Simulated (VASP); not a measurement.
# Fe (Fm-3m) in VASP: single point with LDA

Aim: the single point of Fe with LDA.

Program: VASP 6.6.1. These are calculated values, not measurements. Logs are shortened: lines on timing, memory, paths and dates and some standing lists are left out, and cuts for length are marked.

## 1. The cell of the first run

It takes space group Fm-3m (No. 225, cubic). The conventional cell has a = 3.647 Å, b = 3.647 Å, c = 3.647 Å, α = 90.00°, β = 90.00°, γ = 90.00°. Within 3.4 Å of Fe (site symmetry m-3m) lie 12 Fe at 2.58 Å.

## 2. Single point, LDA, non-collinear spin, typed start

The input, INCAR:

```
SYSTEM = Fe
PREC = Accurate
ENCUT = 520
EDIFF = 1E-7
ISMEAR = -1
SIGMA = 0.1
LREAL = .False.
LASPH = .True.
NELM = 150
ALGO = Normal
ISIF = 2
LWAVE = .False.
LCHARG = .False.
LNONCOLLINEAR = .True.
MAGMOM = 0.54 0.109 0.58 -0.547 -0.469 0.832 -1.856 0.01 0.405 -0.091 0.956 -0.279
LORBIT = 11
LMAXMIX = 4
GGA = CA
NBANDS = 46
```

The input, KPOINTS:

```
Automatic mesh
0
Gamma
  3 3 3
  0 0 0
```

The input, POSCAR:

```
Fe
1.0
    3.6470000000      0.0000000000      0.0000000000
    0.0000000000      3.6470000000      0.0000000000
    0.0000000000      0.0000000000      3.6470000000
Fe
4
Direct
    0.0131000000      0.0131000000      0.0131000000
    0.0131000000      0.5131000000      0.5131000000
    0.5131000000      0.0131000000      0.5131000000
    0.5131000000      0.5131000000      0.0131000000
```

Potentials or basis: VASP PAW LDA potentials, release 64 (Fe).

The run is started by

```sh
$ cat potpaw_LDA.64/Fe/POTCAR > POTCAR
$ mpirun -np 1 vasp_ncl > vasp.out
```

OUTCAR:

```text
SYSTEM = Fe
   PREC = Accurate
   ENCUT = 520
   EDIFF = 1E-7
   ISMEAR = -1
   LREAL = .False.
   LASPH = .True.
   NELM = 150
   ISIF = 2
   LNONCOLLINEAR = .True.
   LORBIT = 11
   GGA = CA

 ion  position               nearest neighbor table
   1  0.013  0.013  0.013-   2 2.58   3 2.58   4 2.58   2 2.58   3 2.58   2 2.58   4 2.58   2 2.58
                             3 2.58   4 2.58   3 2.58   4 2.58
   2  0.013  0.513  0.513-   1 2.58   3 2.58   4 2.58   1 2.58   4 2.58   1 2.58   3 2.58   1 2.58
                             3 2.58   4 2.58   4 2.58   3 2.58
   3  0.513  0.013  0.513-   1 2.58   2 2.58   4 2.58   1 2.58   4 2.58   2 2.58   4 2.58   4 2.58
                             1 2.58   2 2.58   1 2.58   2 2.58
   4  0.513  0.513  0.013-   1 2.58   2 2.58   3 2.58   2 2.58   3 2.58   1 2.58   3 2.58   3 2.58
                             1 2.58   2 2.58   2 2.58   1 2.58

  LATTYP: Found a simple cubic cell.
 ALAT       =     3.6470000000

  Lattice vectors:

 A1 = (   3.6470000000,   0.0000000000,   0.0000000000)
 A2 = (   0.0000000000,   3.6470000000,   0.0000000000)
 A3 = (   0.0000000000,   0.0000000000,   3.6470000000)

Analysis of symmetry for initial positions (statically):
=====================================================================
 Subroutine PRICEL returns following result:

  LATTYP: Found a face centered cubic cell.
 ALAT       =     3.6470000000

  Lattice vectors:

 A1 = (   1.8235000000,  -1.8235000000,   0.0000000000)
 A2 = (   1.8235000000,   0.0000000000,   1.8235000000)
 A3 = (   0.0000000000,  -1.8235000000,   1.8235000000)

   4 primitive cells build up your supercell.

 Routine SETGRP: Setting up the symmetry group for a
 simple cubic supercell.

 Subroutine GETGRP returns: Found 48 space group operations
 (whereof  6 operations were pure point group operations)
 out of a pool of 48 trial point group operations.

The static configuration has the point symmetry C_3v.
 The point group associated with its full space group is O_h .

Analysis of symmetry for dynamics (positions and initial velocities):
=====================================================================
 Subroutine PRICEL returns following result:

  LATTYP: Found a face centered cubic cell.
 ALAT       =     3.6470000000

  Lattice vectors:

 A1 = (   1.8235000000,  -1.8235000000,   0.0000000000)
 A2 = (   1.8235000000,   0.0000000000,   1.8235000000)
 A3 = (   0.0000000000,  -1.8235000000,   1.8235000000)

   4 primitive cells build up your supercell.

 Routine SETGRP: Setting up the symmetry group for a
 simple cubic supercell.

 Subroutine GETGRP returns: Found 48 space group operations
 (whereof  6 operations were pure point group operations)
 out of a pool of 48 trial point group operations.

The dynamic configuration has the point symmetry C_3v.
 The point group associated with its full space group is O_h .

Analysis of structural, dynamic, and magnetic symmetry:
=====================================================================
 Subroutine PRICEL returns:
 Original cell was already a primitive cell.

 Routine SETGRP: Setting up the symmetry group for a
 simple cubic supercell.

 Subroutine GETGRP returns: Found  2 space group operations
 (whereof  1 operations were pure point group operations)
 out of a pool of 48 trial point group operations.

The overall configuration has the point symmetry C_1 .
 The point group associated with its full space group is S_2 .

 Subroutine INISYM returns: Found  2 space group operations
 (whereof  1 operations are pure point group operations),
 and found     1 'primitive' translations

----------------------------------------------------------------------------------------

                                     Primitive cell

  volume of cell :      48.5073

  direct lattice vectors                    reciprocal lattice vectors
     3.647000000  0.000000000  0.000000000     0.274197971  0.000000000  0.000000000
     0.000000000  3.647000000  0.000000000     0.000000000  0.274197971  0.000000000
     0.000000000  0.000000000  3.647000000     0.000000000  0.000000000  0.274197971

  length of vectors
     3.647000000  3.647000000  3.647000000     0.274197971  0.274197971  0.274197971

  position of ions in fractional coordinates (direct lattice)
     0.013100000  0.013100000  0.013100000
     0.013100000  0.513100000  0.513100000
     0.513100000  0.013100000  0.513100000
     0.513100000  0.513100000  0.013100000

  ion indices of the primitive-cell ions
   primitive index   ion index
                 1           1
                 2           2
                 3           3
                 4           4

----------------------------------------------------------------------------------------

 KPOINTS: Automatic mesh

Automatic generation of k-mesh.
 Grid dimensions read from file:
 generate k-points for:    3    3    3

 Generating k-lattice:

  Cartesian coordinates                     Fractional coordinates (reciprocal lattice)
     0.091399324  0.000000000  0.000000000     0.333333333  0.000000000  0.000000000
     0.000000000  0.091399324  0.000000000     0.000000000  0.333333333  0.000000000
     0.000000000  0.000000000  0.091399324     0.000000000  0.000000000  0.333333333

  Length of vectors
     0.091399324  0.091399324  0.091399324

  Shift w.r.t. Gamma in fractional coordinates (k-lattice)
     0.000000000  0.000000000  0.000000000

 Subroutine IBZKPT returns following result:
 ===========================================

 Found     14 irreducible k-points:

 Following reciprocal coordinates:
            Coordinates               Weight
  0.000000  0.000000  0.000000      1.000000
  0.333333  0.000000  0.000000      2.000000
  0.000000  0.333333  0.000000      2.000000
  0.000000  0.000000  0.333333      2.000000
  0.333333  0.333333  0.000000      2.000000
  0.000000  0.333333  0.333333      2.000000
  0.333333  0.000000  0.333333      2.000000
 -0.333333  0.333333  0.000000      2.000000
 -0.333333  0.000000  0.333333      2.000000
  0.000000 -0.333333  0.333333      2.000000
  0.333333  0.333333  0.333333      2.000000
 -0.333333  0.333333  0.333333      2.000000
 -0.333333 -0.333333  0.333333      2.000000
  0.333333 -0.333333  0.333333      2.000000
   k-points           NKPTS =     14   k-points in BZ     NKDIM =     14   number of bands    NBANDS=     46
   number of dos      NEDOS =    301   number of ions     NIONS =      4
   total plane-waves  NPLWV =  21952
   dimension x,y,z NGX =    28 NGY =   28 NGZ =   28
   dimension x,y,z NGXF=    56 NGYF=   56 NGZF=   56
   ions per type =               4
   NGX,Y,Z   is equivalent  to a cutoff of  12.76, 12.76, 12.76 a.u.
   NGXF,Y,Z  is equivalent  to a cutoff of  25.53, 25.53, 25.53 a.u.
 SYSTEM =  Fe
   PREC   = accura    normal or accurate (medium, high low for compatibility)
   ISTART =      0    job   : 0-new  1-cont  2-samecut
   ICHARG =      2    charge: 1-file 2-atom 10-const
   ISPIN  =      1    spin polarized calculation?
   LNONCOLLINEAR =      T non collinear calculations
   LSORBIT =      F    spin-orbit coupling
   LASPH  =      T    aspherical Exc in radial PAW
   ENCUT  =  520.0 eV  38.22 Ry    6.18 a.u.   6.78  6.78  6.78*2*pi/ulx,y,z
   NELM   =    150;   NELMIN=  2; NELMDL= -5     # of ELM steps
   EDIFF  = 0.1E-06   stopping-criterion for ELM
   LREAL  =      F    real-space projection
   EDIFFG = 0.1E-05   stopping-criterion for IOM
   NSW    =      0    number of steps for IOM
   IBRION =     -1    ionic relax: 0-MD 1-quasi-New 2-CG
   NFREE  =      0    steps in history (QN), initial steepest desc. (CG)
   ISIF   =      2    stress and relaxation
   ISYM   =      2    0-nonsym 1-usesym 2-fastsym
   POTIM  = 0.5000    time-step for ionic-motion
   TEBEG  =    0.0;   TEEND  =   0.0 temperature during run
   PSTRESS=    0.0 pullay stress
   NELECT =      32.0000    total number of electrons
   NUPDOWN=      -1.0000    fix difference up-down
   EMIN   =  10.00;   EMAX   =-10.00  energy-range for DOS
   EFERMI =   0.00;   METHOD = LEGACY
   ISMEAR =    -1;   SIGMA  =   0.10  broadening in eV -4-tet -1-fermi 0-gaus
   EFERMI_NEDOS =   21; number of points for ismear=-14 and -15
   IALGO  =     38    algorithm
   IMIX   =      4    mixing-type and parameters
     AMIX     =   0.40;   BMIX     =  1.00
     AMIX_MAG =   1.60;   BMIX_MAG =  1.00
  volume/ion in A,a.u.               =      12.13        81.84
  Fermi-wavevector in a.u.,A,eV,Ry     =   1.425134  2.693113 27.633530  2.031007
  Thomas-Fermi vector in A             =   2.545551
   LORBIT       =     11    0 simple, 1 ext, 2 COOP (PROOUT), +10 PAW based schemes
   GGA     = CA    functional components
   LHFCALC =     F    Hartree Fock is set to
   AEXX    =    0.0000 exact exchange contribution
   IVDW    =     0    specifies the selected vdW correction
   LEPSILON=     F    determine dielectric tensor
   LRPA    =     F    only Hartree local field effects (RPA)
  energy-cutoff  :      520.00
  volume of cell :       48.51
 maximum number of plane-waves:      2624
   NGX = 13   NGY = 13   NGZ = 13

 number of electron      32.0000000 magnetization      -1.6359252      2.5507690      3.6392510

 Free energy of the ion-electron system (eV)
  ---------------------------------------------------
  ext. energy  EPLUGINS =         0.00000000
  ---------------------------------------------------
  free energy    TOTEN  =       -35.99207925 eV

  energy without entropy =      -35.77261520  energy(sigma->0) =      -35.88234723

 E-fermi :   5.1494     XC(G=0): -13.0665

 val. band max:        5.1401932299   @ k =   0.0000  -0.3333   0.3333
 cond. band min:       5.1617528781   @ k =   0.3333   0.0000   0.3333
 fundamental gap:      0.0215596482
 Fermi energy:         5.1493683393

 k-point     1 :       0.0000    0.0000    0.0000
  band No.  band energies     occupation
      1      -3.0566      1.00000
      2      -2.8545      1.00000
      3       0.5287      1.00000
      4       0.5474      1.00000
      5       0.5893      1.00000
      6       1.2169      1.00000
[... 36 lines left out ...]
     43       7.6925      0.00000
     44       7.6928      0.00000

 k-point     2 :       0.3333    0.0000    0.0000
  band No.  band energies     occupation
      1      -1.7418      1.00000
      2      -1.5299      1.00000
      3       0.5274      1.00000
      4       1.0081      1.00000
      5       1.1605      1.00000
      6       1.1959      1.00000
[... 556 lines left out ...]
 k-point    14 :       0.3333   -0.3333    0.3333
  band No.  band energies     occupation
      1       0.0598      1.00000
      2       0.4177      1.00000
      3       1.1039      1.00000
      4       1.1209      1.00000
      5       1.1398      1.00000
      6       1.7465      1.00000
[... 36 lines left out ...]
     43       7.3713      0.00000
     44       7.4010      0.00000
 [bands above 44 left out]

------------------------ aborting loop because EDIFF is reached ----------------------------------------

  FORCE on cell =-STRESS in cart. coord.  units (eV):
  Direction    XX          YY          ZZ          XY          YZ          ZX
  --------------------------------------------------------------------------------------
  -------------------------------------------------------------------------------------
  Total       -9.2777023    -10.6278281     -9.1892564      0.0003145      0.0003125      0.0002987
  in kB     -306.4387820   -351.0328940   -303.5174480      0.0103879      0.0103219      0.0098661
  external PRESSURE =    -320.3297080 kB  Pullay stress =       0.0000000 kB

 VOLUME and BASIS-vectors are now :
 -----------------------------------------------------------------------------
  energy-cutoff  :      520.00
  volume of cell :       48.51
      direct lattice vectors                 reciprocal lattice vectors
     3.647000000  0.000000000  0.000000000     0.274197971  0.000000000  0.000000000
     0.000000000  3.647000000  0.000000000     0.000000000  0.274197971  0.000000000
     0.000000000  0.000000000  3.647000000     0.000000000  0.000000000  0.274197971

 POSITION                                       TOTAL-FORCE (eV/Angst)
 -----------------------------------------------------------------------------------
      0.04778      0.04778      0.04778         0.000000      0.000000      0.000000
      0.04778      1.87128      1.87128         0.000000      0.000000      0.000000
      1.87128      0.04778      1.87128         0.000000      0.000000      0.000000
      1.87128      1.87128      0.04778         0.000000      0.000000      0.000000
 -----------------------------------------------------------------------------------
    total drift:                                0.000116      0.000110      0.000116

  FREE ENERGIE OF THE ION-ELECTRON SYSTEM (eV)
  ---------------------------------------------------
  free  energy   TOTEN  =       -35.9920792471 eV

  energy  without entropy=      -35.7726152038  energy(sigma->0) =      -35.88234723

 total charge

# of ion       s       p       d       tot
------------------------------------------
    1        0.470   0.488   6.185   7.143
    2        0.469   0.485   6.196   7.150
    3        0.469   0.485   6.197   7.151
    4        0.470   0.488   6.185   7.143
--------------------------------------------------
tot          1.878   1.946  24.764  28.588

 magnetization (x)

# of ion       s       p       d       tot
------------------------------------------
    1        0.016   0.032   1.056   1.104
    2       -0.002  -0.002  -0.827  -0.831
    3       -0.010  -0.016  -1.593  -1.618
    4        0.003   0.008  -0.284  -0.273
--------------------------------------------------
tot          0.007   0.022  -1.647  -1.618

 magnetization (y)

# of ion       s       p       d       tot
------------------------------------------
    1       -0.003  -0.010   0.550   0.536
    2       -0.012  -0.026  -0.351  -0.389
    3       -0.004  -0.011   0.491   0.477
    4        0.010   0.014   1.874   1.897
--------------------------------------------------
tot         -0.010  -0.032   2.564   2.521

 magnetization (z)

# of ion       s       p       d       tot
------------------------------------------
    1        0.002  -0.002   1.476   1.475
    2        0.003  -0.000   1.570   1.573
    3       -0.006  -0.016   0.679   0.657
    4       -0.013  -0.029  -0.064  -0.107
--------------------------------------------------
tot         -0.015  -0.047   3.660   3.598
```

Run time: 4 min. Hardware: 1 thread of Intel Xeon Platinum 8559C (Emerald Rapids), shared host; peak memory 0.24 GiB.

What came out:

| Property | Result |
| --- | --- |
| Free energy | -35.9921 eV |
| Pressure | -32.0 GPa |
| Band gap on the k mesh | zero (band 32 reaches 5.83 eV, above the bottom of band 33 at 5.14 eV) |
| Net moment | 4.74 μB per cell |
| Valence electrons inside the program's atomic spheres | Fe 7.14, 7.15 |

Stress tensor (GPa, compression positive):
```
-30.64   0.00   0.00
  0.00 -35.10   0.00
  0.00   0.00 -30.35
```

Levels at points of the mesh, in eV from the Fermi level:
```
           k point  band 29  band 30  band 31  band 32  band 33  band 34  band 35  band 36
(0.00, 0.00, 0.00)     0.36     0.40     0.57     0.68     0.83     1.37     1.42     1.51
```

Moments on the atoms (μB; x, y, z):
```
Fe   1.10  0.54  1.48
Fe  -0.83 -0.39  1.57
Fe  -1.62  0.48  0.66
Fe  -0.27  1.90 -0.11
```

Caveat: the k points lie up to 0.57 Å⁻¹ apart.
